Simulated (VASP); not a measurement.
# N (P2_13) in VASP: notebook, part 3 of 3

VASP 6.6.1.

## 5. Single point, r2SCAN, collinear spin, ferromagnetic start (volume scaled by 0.94, then relaxed in part)

Input file POSCAR:

```
N
1.0
    5.4460640809      0.0000000000      0.0000000000
    0.0000000000      5.4460640809      0.0000000000
    0.0000000000      0.0000000000      5.4460640809
N
4
Direct
    0.0003698838      0.0003698838      0.0003698838
    0.4996301162      0.9996301162      0.5003698838
    0.5003698838      0.4996301162      0.9996301162
    0.9996301162      0.5003698838      0.4996301162
```

Input file INCAR.step1:

```
ALGO     = Normal         # electronic algorithm
EDIFF    = 1E-4           # SCF threshold, eV
ENCUT    = 520            # plane-wave cutoff, eV
GGA      = PE             # functional
ISMEAR   = 0              # smearing method
ISPIN    = 2              # spin polarisation
LASPH    = True           # aspherical terms in the spheres
LCHARG   = False          # write CHGCAR
LREAL    = False          # projectors in reciprocal space
LWAVE    = True           # write WAVECAR
MAGMOM   = 3.23 3.23 3.23 3.23 # initial moments
NBANDS   = 22             # bands
NELM     = 150            # most SCF steps
PREC     = Accurate       # precision mode
SIGMA    = 0.02           # smearing width, eV
```

Input file INCAR.step2:

```
ALGO     = Normal         # electronic algorithm
EDIFF    = 1E-6           # SCF threshold, eV
ENCUT    = 520            # plane-wave cutoff, eV
ISIF     = 2              # what is computed and relaxed
ISMEAR   = 0              # smearing method
ISPIN    = 2              # spin polarisation
ISTART   = 1            
LASPH    = True           # aspherical terms in the spheres
LCHARG   = False          # write CHGCAR
LMIXTAU  = True         
LORBIT   = 11             # projections on sites
LREAL    = False          # projectors in reciprocal space
LWAVE    = False          # write WAVECAR
MAGMOM   = 3.23 3.23 3.23 3.23 # initial moments
METAGGA  = R2SCAN         # meta-GGA
NBANDS   = 22             # bands
NELM     = 150            # most SCF steps
PREC     = Accurate       # precision mode
SIGMA    = 0.02           # smearing width, eV
```

Input file KPOINTS:

```
k-points
0
Gamma
  4 4 4
```

Run with:

```console
> cat potpaw_PBE.64/N/POTCAR > POTCAR
> cp INCAR.step1 INCAR
> mpirun -np 1 vasp_std > vasp.out
> cp INCAR.step2 INCAR
> mpirun -np 1 vasp_std > vasp.out
```

Wall time 6.3 min (1 thread of Oxide Virtual Turin-like, shared host); peak memory 0.32 GiB.

The run converged. Its results:

* Free energy: -17.7719 eV
* Pressure: -0.1 GPa
* Band gap on the k mesh: 4.41 eV
* Net moment: 12.00 μB per cell
* Site moments: N +1.99 μB
* Valence electrons inside the program's atomic spheres: N 3.30

Levels at points of the mesh, in eV from the valence-band top:
Spin up:
```tsv
k point	band 14	band 15	band 16	band 17	band 18	band 19
(0.00, 0.00, 0.00)	0.00	0.00	0.00	8.10	11.92	11.92
(0.50, 0.00, 0.00)	-0.13	-0.13	-0.13	9.60	9.60	12.57
(0.50, 0.50, 0.00)	-0.09	-0.09	-0.09	10.84	10.84	10.84
(0.50, 0.50, 0.50)	-0.08	-0.08	-0.08	11.82	11.82	11.82
```
Spin down:
| k point | band 1 | band 2 | band 3 | band 4 | band 5 | band 6 | band 7 | band 8 |
| --- | --- | --- | --- | --- | --- | --- | --- | --- |
| (0.00, 0.00, 0.00) | -6.94 | -6.54 | -6.54 | -6.54 | 4.62 | 4.62 | 4.62 | 5.58 |
| (0.50, 0.00, 0.00) | -6.74 | -6.74 | -6.54 | -6.54 | 5.07 | 5.07 | 5.07 | 5.07 |
| (0.50, 0.50, 0.00) | -6.64 | -6.64 | -6.64 | -6.64 | 4.83 | 4.83 | 4.84 | 4.84 |
| (0.50, 0.50, 0.50) | -6.64 | -6.64 | -6.64 | -6.64 | 4.41 | 4.41 | 4.41 | 4.41 |

Caveat: the PAW data sets were made with another functional, which shifts forces and pressure a little. A k mesh can miss the band edges.

## 6. Single point, r2SCAN, collinear spin, ferromagnetic start (volume scaled by 0.97, then relaxed in part)

Input file POSCAR:

```
N
1.0
    5.5033952843      0.0000000000      0.0000000000
    0.0000000000      5.5033952843      0.0000000000
    0.0000000000      0.0000000000      5.5033952843
N
4
Direct
    0.0003698838      0.0003698838      0.0003698838
    0.4996301162      0.9996301162      0.5003698838
    0.5003698838      0.4996301162      0.9996301162
    0.9996301162      0.5003698838      0.4996301162
```

INCAR.step1: that of step 5 with these lines changed.

```diff
@@ -6,6 +6,6 @@
 ISPIN    = 2              # spin polarisation
-LASPH    = True           # aspherical terms in the spheres
-LCHARG   = False          # write CHGCAR
-LREAL    = False          # projectors in reciprocal space
-LWAVE    = True           # write WAVECAR
+LASPH    = T              # aspherical terms in the spheres
+LCHARG   = F              # write CHGCAR
+LREAL    = F              # projectors in reciprocal space
+LWAVE    = T              # write WAVECAR
 MAGMOM   = 3.23 3.23 3.23 3.23 # initial moments
```

INCAR.step2: that of step 5 with these lines changed.

```diff
@@ -7,8 +7,8 @@
 ISTART   = 1            
-LASPH    = True           # aspherical terms in the spheres
-LCHARG   = False          # write CHGCAR
-LMIXTAU  = True         
+LASPH    = T              # aspherical terms in the spheres
+LCHARG   = F              # write CHGCAR
+LMIXTAU  = T            
 LORBIT   = 11             # projections on sites
-LREAL    = False          # projectors in reciprocal space
-LWAVE    = False          # write WAVECAR
+LREAL    = F              # projectors in reciprocal space
+LWAVE    = F              # write WAVECAR
 MAGMOM   = 3.23 3.23 3.23 3.23 # initial moments
```

KPOINTS is that of step 5.

Potentials or basis: VASP PAW PBE potentials, release 64 (N).

Run with:

```console
> cat potpaw_PBE.64/N/POTCAR > POTCAR
> cp INCAR.step1 INCAR
> mpirun -np 1 vasp_std > vasp.out
> cp INCAR.step2 INCAR
> mpirun -np 1 vasp_std > vasp.out
```

Wall time 6.5 min (1 thread of Oxide Virtual Turin-like, shared host); peak memory 0.33 GiB.

Results (log left out):

| Property | Result |
| --- | --- |
| Free energy | -17.7727 eV |
| Pressure | -0.1 GPa |
| Band gap on the k mesh | 4.48 eV |
| Net moment | 12.00 μB per cell |
| Site moments | N +1.99 μB |
| Valence electrons inside the program's atomic spheres | N 3.30 |

Levels at points of the mesh, in eV from the valence-band top:
Spin up:
| k point | band 14 | band 15 | band 16 | band 17 | band 18 | band 19 |
| --- | --- | --- | --- | --- | --- | --- |
| (0.00, 0.00, 0.00) | 0.00 | 0.00 | 0.00 | 8.08 | 11.88 | 11.88 |
| (0.50, 0.00, 0.00) | -0.12 | -0.12 | -0.12 | 9.54 | 9.54 | 12.51 |
| (0.50, 0.50, 0.00) | -0.08 | -0.08 | -0.08 | 10.76 | 10.76 | 10.76 |
| (0.50, 0.50, 0.50) | -0.08 | -0.08 | -0.08 | 11.74 | 11.74 | 11.74 |
Spin down:
| k point | band 1 | band 2 | band 3 | band 4 | band 5 | band 6 | band 7 | band 8 | band 9 |
| --- | --- | --- | --- | --- | --- | --- | --- | --- | --- |
| (0.00, 0.00, 0.00) | -6.89 | -6.53 | -6.53 | -6.53 | 4.68 | 4.68 | 4.68 | 5.59 | 5.59 |
| (0.50, 0.00, 0.00) | -6.71 | -6.71 | -6.53 | -6.53 | 5.10 | 5.10 | 5.10 | 5.10 | 5.20 |
| (0.50, 0.50, 0.00) | -6.62 | -6.62 | -6.62 | -6.62 | 4.88 | 4.88 | 4.89 | 4.89 | 5.44 |
| (0.50, 0.50, 0.50) | -6.62 | -6.62 | -6.62 | -6.62 | 4.48 | 4.48 | 4.48 | 4.48 | 5.90 |

Caveat: the PAW data sets were made with another functional, which shifts forces and pressure a little. A k mesh can miss the band edges.

## 7. Summary

| cell | gap on the mesh (eV) | pressure (GPa) | moment (μB) |
| --- | --- | --- | --- |
| a = 5.739 Å, 4 atoms | 4.74 | -0.1 | 12.00 |
| a = 5.328 Å, 4 atoms | 4.25 | 0.0 | 12.00 |
| a = 5.387 Å, 4 atoms | 4.33 | -0.1 | 12.00 |
| a = 5.446 Å, 4 atoms | 4.41 | -0.1 | 12.00 |
| a = 5.503 Å, 4 atoms | 4.48 | -0.1 | 12.00 |

Alike in all rows: task single point; level r2SCAN; potentials or basis VASP PAW PBE potentials, release 64 (N); spin collinear, ferromagnetic start; k mesh 4 × 4 × 4; cutoff (eV) 520; smearing gaussian 0.02 eV.

Caveats: the PAW data sets were made with another functional, which shifts forces and pressure a little.

Total energies depend on the potentials used, so only differences within one code and one set of settings carry meaning.
